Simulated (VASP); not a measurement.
Ta3TiSi8: single point with PBE

Ta3TiSi8:

```
Ti Ta Si
1.0
     2.40106   -4.19548    0.00000
     2.40106    4.19548    0.00000
     0.00000    0.00000    8.67728
Ti Ta Si
1 3 8
Cartesian
  0.0000 0.0000 4.3386
  2.4011 0.0000 0.0000
  1.2005 2.0977 2.1647
  1.2005 -2.0977 6.5126
  2.4011 2.9091 0.0000
  2.4011 -1.2708 4.3386
  2.4011 -2.9091 0.0000
  2.4011 1.2708 4.3386
  1.1835 -0.7902 2.1898
  3.6186 -0.7902 6.4875
  3.6186 0.7902 2.1898
  1.1835 0.7902 6.4875
```

* Program: VASP 6.6.1
* Task: single point
* Functional: PBE
* Potentials or basis: VASP PAW PBE potentials, release 64 (Ti_sv, Ta_pv, Si)
* Cutoff: 520 eV
* k mesh: 10 × 10 × 6
* Occupations: gaussian, width 0.1 eV
* Spin: no spin polarisation
* Dipole correction: no
* Further INCAR settings: ALGO = Normal; EDIFF = 1e-06; NBANDS = 50

```yaml
Pressure: 0.1 GPa
Largest_force: 0.007 eV/Å
```

Forces on the atoms (eV/Å):
```
Ti   0.000  0.000  0.000
Ta   0.000  0.000  0.000
Ta   0.000  0.000 -0.002
Ta   0.000  0.000  0.002
Si   0.000 -0.002  0.000
Si   0.000  0.007  0.000
Si   0.000  0.002  0.000
Si   0.000 -0.007  0.000
Si   0.000 -0.002  0.004
Si   0.000 -0.002 -0.004
Si   0.000  0.002  0.004
Si   0.000  0.002 -0.004
```

Levels at points of the mesh, in eV from the Fermi level:
```
           k point  band 35  band 36  band 37  band 38  band 39  band 40  band 41  band 42  band 43  band 44
(0.00, 0.00, 0.00)    -2.20    -1.82    -1.65    -1.56    -0.18    -0.15     1.97     2.19     2.75     2.81
(0.50, 0.00, 0.00)    -1.56    -0.98    -0.62    -0.08     0.07     0.93     0.98     1.02     1.06     1.56
(0.50, 0.50, 0.00)    -1.83    -1.64    -1.28    -0.13    -0.05     0.62     0.67     1.76     1.79     2.80
(0.00, 0.00, 0.50)    -2.27    -2.14    -1.76    -1.65    -1.60     0.98     0.99     2.78     2.90     2.90
(0.50, 0.00, 0.50)    -0.86    -0.82    -0.56     0.17     0.21     0.78     0.84     0.89     0.94     1.93
(0.50, 0.50, 0.50)    -1.78    -1.58    -1.41     0.20     0.28     0.31     0.45     2.15     2.31     2.39
```

Run time: 20 min on 1 thread of Intel(R) Xeon(R) Platinum 8259CL CPU @ 2.50GHz (Skylake/Cascade Lake), with other jobs on the host, peak memory 0.92 GiB.

Caveat: spin-orbit coupling is left out, which moves the levels of the heavy elements.
